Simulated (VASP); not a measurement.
# BeS (F-43m) in VASP: single point with PBEsol

Aim: the single point of BeS with PBEsol.

Program: VASP 6.6.1. These are calculated values, not measurements. Logs are shortened: lines on timing, memory, paths and dates and some standing lists are left out, and cuts for length are marked.

### Step 1. The cell of the first run

It takes space group F-43m (No. 216, cubic). Conventional cell: a = 4.838 Å, b = 4.838 Å, c = 4.838 Å, α = 90.00°, β = 90.00°, γ = 90.00°. Within 2.8 Å of Be (site symmetry -43m) lie 4 S at 2.09 Å. Within 2.8 Å of S (site symmetry -43m) lie 4 Be at 2.09 Å.

### Step 2. Single point, PBEsol

Input file INCAR:

```
PREC = Accurate
ENCUT = 520
EDIFF = 1E-6
ISMEAR = 0
SIGMA = 0.01
LREAL = F
LASPH = T
NELM = 80
ALGO = Normal
ISIF = 2
LWAVE = F
LCHARG = F
GGA = PS
NBANDS = 11
```

Input file KPOINTS:

```
Automatic mesh
0
Gamma
  8 8 8
```

Input file POSCAR:

```
BeS
1.0
    0.0000000000      2.4189619723      2.4189619723
    2.4189619723      0.0000000000      2.4189619723
    2.4189619723      2.4189619723      0.0000000000
Be S
1 1
Direct
    0.0000000000      0.0000000000      0.0000000000
    0.7500000000      0.7500000000      0.7500000000
```

Potentials or basis: VASP PAW PBE potentials, release 64 (Be, S).

Started as:

```sh
$ cat potpaw_PBE.64/Be/POTCAR potpaw_PBE.64/S/POTCAR > POTCAR
$ mpirun -np 1 vasp_std > vasp.out
```

OUTCAR:

```text
PREC = Accurate
   ENCUT = 520
   EDIFF = 1E-6
   ISMEAR = 0
   LREAL = F
   LASPH = T
   NELM = 80
   ISIF = 2
   GGA = PS

 ion  position               nearest neighbor table
   1  0.000  0.000  0.000-   2 2.09   2 2.09   2 2.09   2 2.09
   2  0.750  0.750  0.750-   1 2.09   1 2.09   1 2.09   1 2.09

  LATTYP: Found a face centered cubic cell.
 ALAT       =     4.8379239446

  Lattice vectors:

 A1 = (   0.0000000000,   2.4189619723,   2.4189619723)
 A2 = (   2.4189619723,   0.0000000000,   2.4189619723)
 A3 = (   2.4189619723,   2.4189619723,   0.0000000000)

Analysis of symmetry for initial positions (statically):
=====================================================================
 Subroutine PRICEL returns:
 Original cell was already a primitive cell.

 Routine SETGRP: Setting up the symmetry group for a
 face centered cubic supercell.

 Subroutine GETGRP returns: Found 24 space group operations
 (whereof 24 operations were pure point group operations)
 out of a pool of 48 trial point group operations.

The static configuration has the point symmetry T_d .

Analysis of symmetry for dynamics (positions and initial velocities):
=====================================================================
 Subroutine PRICEL returns:
 Original cell was already a primitive cell.

 Routine SETGRP: Setting up the symmetry group for a
 face centered cubic supercell.

 Subroutine GETGRP returns: Found 24 space group operations
 (whereof 24 operations were pure point group operations)
 out of a pool of 48 trial point group operations.

The dynamic configuration has the point symmetry T_d .

 Subroutine INISYM returns: Found 24 space group operations
 (whereof 24 operations are pure point group operations),
 and found     1 'primitive' translations

----------------------------------------------------------------------------------------

                                     Primitive cell

  volume of cell :      28.3085

  direct lattice vectors                    reciprocal lattice vectors
     0.000000000  2.418961972  2.418961972    -0.206700232  0.206700232  0.206700232
     2.418961972  0.000000000  2.418961972     0.206700232 -0.206700232  0.206700232
     2.418961972  2.418961972  0.000000000     0.206700232  0.206700232 -0.206700232

  length of vectors
     3.420928828  3.420928828  3.420928828     0.358015303  0.358015303  0.358015303

  position of ions in fractional coordinates (direct lattice)
     0.000000000  0.000000000  0.000000000
     0.750000000  0.750000000  0.750000000

  ion indices of the primitive-cell ions
   primitive index   ion index
                 1           1
                 2           2

----------------------------------------------------------------------------------------

 KPOINTS: Automatic mesh

Automatic generation of k-mesh.
 Grid dimensions read from file:
 generate k-points for:    8    8    8

 Generating k-lattice:

  Cartesian coordinates                     Fractional coordinates (reciprocal lattice)
    -0.025837529  0.025837529  0.025837529     0.125000000  0.000000000  0.000000000
     0.025837529 -0.025837529  0.025837529     0.000000000  0.125000000  0.000000000
     0.025837529  0.025837529 -0.025837529     0.000000000  0.000000000  0.125000000

  Length of vectors
     0.044751913  0.044751913  0.044751913

  Shift w.r.t. Gamma in fractional coordinates (k-lattice)
     0.000000000  0.000000000  0.000000000

 Subroutine IBZKPT returns following result:
 ===========================================

 Found     29 irreducible k-points:

 Following reciprocal coordinates:
            Coordinates               Weight
  0.000000  0.000000  0.000000      1.000000
  0.125000  0.000000  0.000000      8.000000
  0.250000  0.000000  0.000000      8.000000
  0.375000  0.000000  0.000000      8.000000
  0.500000  0.000000  0.000000      4.000000
  0.125000  0.125000  0.000000      6.000000
[... 16 lines left out ...]
  0.500000  0.250000  0.125000     48.000000
 -0.375000  0.250000  0.125000     24.000000
 [... further k-points ...]
   k-points           NKPTS =     29   k-points in BZ     NKDIM =     29   number of bands    NBANDS=     11
   number of dos      NEDOS =    301   number of ions     NIONS =      2
   total plane-waves  NPLWV =  21952
   dimension x,y,z NGX =    28 NGY =   28 NGZ =   28
   dimension x,y,z NGXF=    56 NGYF=   56 NGZF=   56
   ions per type =               1   1
   NGX,Y,Z   is equivalent  to a cutoff of  13.61, 13.61, 13.61 a.u.
   NGXF,Y,Z  is equivalent  to a cutoff of  27.21, 27.21, 27.21 a.u.
 SYSTEM =  unknown system
   PREC   = accura    normal or accurate (medium, high low for compatibility)
   ISTART =      0    job   : 0-new  1-cont  2-samecut
   ICHARG =      2    charge: 1-file 2-atom 10-const
   ISPIN  =      1    spin polarized calculation?
   LNONCOLLINEAR =      F non collinear calculations
   LSORBIT =      F    spin-orbit coupling
   LASPH  =      T    aspherical Exc in radial PAW
   ENCUT  =  520.0 eV  38.22 Ry    6.18 a.u.   6.36  6.36  6.36*2*pi/ulx,y,z
   NELM   =     80;   NELMIN=  2; NELMDL= -5     # of ELM steps
   EDIFF  = 0.1E-05   stopping-criterion for ELM
   LREAL  =      F    real-space projection
   EDIFFG = 0.1E-04   stopping-criterion for IOM
   NSW    =      0    number of steps for IOM
   IBRION =     -1    ionic relax: 0-MD 1-quasi-New 2-CG
   NFREE  =      0    steps in history (QN), initial steepest desc. (CG)
   ISIF   =      2    stress and relaxation
   ISYM   =      2    0-nonsym 1-usesym 2-fastsym
   POTIM  = 0.5000    time-step for ionic-motion
   TEBEG  =    0.0;   TEEND  =   0.0 temperature during run
   PSTRESS=    0.0 pullay stress
   NELECT =       8.0000    total number of electrons
   NUPDOWN=      -1.0000    fix difference up-down
   EMIN   =  10.00;   EMAX   =-10.00  energy-range for DOS
   EFERMI =   0.00;   METHOD = LEGACY
   ISMEAR =     0;   SIGMA  =   0.01  broadening in eV -4-tet -1-fermi 0-gaus
   EFERMI_NEDOS =   21; number of points for ismear=-14 and -15
   IALGO  =     38    algorithm
   IMIX   =      4    mixing-type and parameters
     AMIX     =   0.40;   BMIX     =  1.00
     AMIX_MAG =   1.60;   BMIX_MAG =  1.00
  volume/ion in A,a.u.               =      14.15        95.52
  Fermi-wavevector in a.u.,A,eV,Ry     =   1.074317  2.030165 15.703260  1.154157
  Thomas-Fermi vector in A             =   2.210142
   LORBIT       =      0    0 simple, 1 ext, 2 COOP (PROOUT), +10 PAW based schemes
   GGA     = PS    functional components
   LHFCALC =     F    Hartree Fock is set to
   AEXX    =    0.0000 exact exchange contribution
   IVDW    =     0    specifies the selected vdW correction
   LEPSILON=     F    determine dielectric tensor
   LRPA    =     F    only Hartree local field effects (RPA)
 non-spin polarized calculation
 Gauss-broadening in eV      SIGMA  =   0.01
  energy-cutoff  :      520.00
  volume of cell :       28.31
 maximum number of plane-waves:       778
 NGX is ok and might be reduce to    28
   NGX = 13   NGY = 13   NGZ = 13

 number of electron       8.0000000 magnetization

 Free energy of the ion-electron system (eV)
  ---------------------------------------------------
  ext. energy  EPLUGINS =         0.00000000
  ---------------------------------------------------
  free energy    TOTEN  =       -10.56411160 eV

  energy without entropy =      -10.56411160  energy(sigma->0) =      -10.56411160

 E-fermi :   4.3578     XC(G=0):  -9.9317

 val. band max:        4.2221846916   @ k =   0.0000   0.0000   0.0000
 cond. band min:       7.1332459505   @ k =   0.5000   0.5000   0.0000
 fundamental gap:      2.9110612589
 Fermi energy:         4.3577790410

 k-point     1 :       0.0000    0.0000    0.0000
  band No.  band energies     occupation
      1      -9.5464      2.00000
      2       4.2222      2.00000
      3       4.2222      2.00000
      4       4.2222      2.00000
      5       9.8287      0.00000
      6       9.8287      0.00000
      7       9.8287      0.00000
      8       9.9911      0.00000
      9      17.0319      0.00000
     10      17.0319      0.00000
     11      18.9558      0.00000

 k-point     2 :       0.1250    0.0000    0.0000
  band No.  band energies     occupation
      1      -9.3655      2.00000
      2       2.9892      2.00000
      3       4.0177      2.00000
      4       4.0177      2.00000
      5       9.7384      0.00000
      6      10.1912      0.00000
      7      10.1912      0.00000
      8      11.3235      0.00000
      9      16.2999      0.00000
     10      16.2999      0.00000
     11      18.7526      0.00000

 k-point     3 :       0.2500    0.0000    0.0000
  band No.  band energies     occupation
      1      -8.8656      2.00000
      2       0.8443      2.00000
      3       3.6120      2.00000
      4       3.6120      2.00000
      5       9.6948      0.00000
      6      10.7359      0.00000
      7      10.7359      0.00000
      8      13.4276      0.00000
      9      16.0485      0.00000
     10      16.0485      0.00000
     11      18.2928      0.00000

 k-point     4 :       0.3750    0.0000    0.0000
  band No.  band energies     occupation
      1      -8.2266      2.00000
      2      -0.9508      2.00000
      3       3.2866      2.00000
      4       3.2866      2.00000
      5       9.6486      0.00000
      6      10.7857      0.00000
      7      10.7857      0.00000
      8      14.8591      0.00000
      9      17.4343      0.00000
     10      17.4343      0.00000
     11      18.5303      0.00000
[... 239 lines left out ...]
 k-point    22 :       0.3750    0.2500    0.1250
  band No.  band energies     occupation
      1      -8.4566      2.00000
      2       0.6139      2.00000
      3       2.0233      2.00000
      4       3.0761      2.00000
      5       9.6482      0.00000
      6      11.4532      0.00000
      7      11.6404      0.00000
      8      12.7553      0.00000
      9      15.7830      0.00000
     10      18.6179      0.00000
     11      20.1369      0.00000

 k-point    23 :       0.5000    0.2500    0.1250
  band No.  band energies     occupation
      1      -7.8932      2.00000
      2      -0.5749      2.00000
      3       1.4816      2.00000
      4       2.5907      2.00000
      5      10.1086      0.00000
      6      10.9591      0.00000
      7      12.6513      0.00000
      8      13.4640      0.00000
      9      16.8073      0.00000
     10      18.5976      0.00000
     11      20.7139      0.00000

 k-point    24 :      -0.3750    0.2500    0.1250
  band No.  band energies     occupation
      1      -7.6079      2.00000
      2      -1.1458      2.00000
      3       1.3882      2.00000
      4       2.3377      2.00000
      5      10.1876      0.00000
      6      10.7424      0.00000
      7      13.3420      0.00000
      8      14.6774      0.00000
      9      15.6079      0.00000
     10      19.5689      0.00000
     11      20.1405      0.00000

 [... further k-points ...]

------------------------ aborting loop because EDIFF is reached ----------------------------------------

  FORCE on cell =-STRESS in cart. coord.  units (eV):
  Direction    XX          YY          ZZ          XY          YZ          ZX
  --------------------------------------------------------------------------------------
  -------------------------------------------------------------------------------------
  Total        0.0293539      0.0293539      0.0293539      0.0000000      0.0000000      0.0000000
  in kB        1.6613428      1.6613428      1.6613428      0.0000000      0.0000000      0.0000000
  external PRESSURE =       1.6613428 kB  Pullay stress =       0.0000000 kB

 VOLUME and BASIS-vectors are now :
 -----------------------------------------------------------------------------
  energy-cutoff  :      520.00
  volume of cell :       28.31
      direct lattice vectors                 reciprocal lattice vectors
     0.000000000  2.418961972  2.418961972    -0.206700232  0.206700232  0.206700232
     2.418961972  0.000000000  2.418961972     0.206700232 -0.206700232  0.206700232
     2.418961972  2.418961972  0.000000000     0.206700232  0.206700232 -0.206700232

 POSITION                                       TOTAL-FORCE (eV/Angst)
 -----------------------------------------------------------------------------------
      0.00000      0.00000      0.00000        -0.000000     -0.000000     -0.000000
      3.62844      3.62844      3.62844         0.000000      0.000000      0.000000
 -----------------------------------------------------------------------------------
    total drift:                               -0.000000     -0.000000     -0.000000

  FREE ENERGIE OF THE ION-ELECTRON SYSTEM (eV)
  ---------------------------------------------------
  free  energy   TOTEN  =       -10.5641116043 eV

  energy  without entropy=      -10.5641116043  energy(sigma->0) =      -10.56411160
```

It took 22 s on 1 thread of Intel Xeon 8259CL, shared host; peak memory 0.15 GiB.

What came out:

```yaml
Free_energy: -10.5641 eV
Pressure: 0.2 GPa
Band_gap_on_the_k_mesh: 2.91 eV, indirect (least direct gap 5.61 eV)
```

Caveat: the PAW data sets were made with another functional, which shifts forces and pressure a little. A k mesh can miss the band edges.
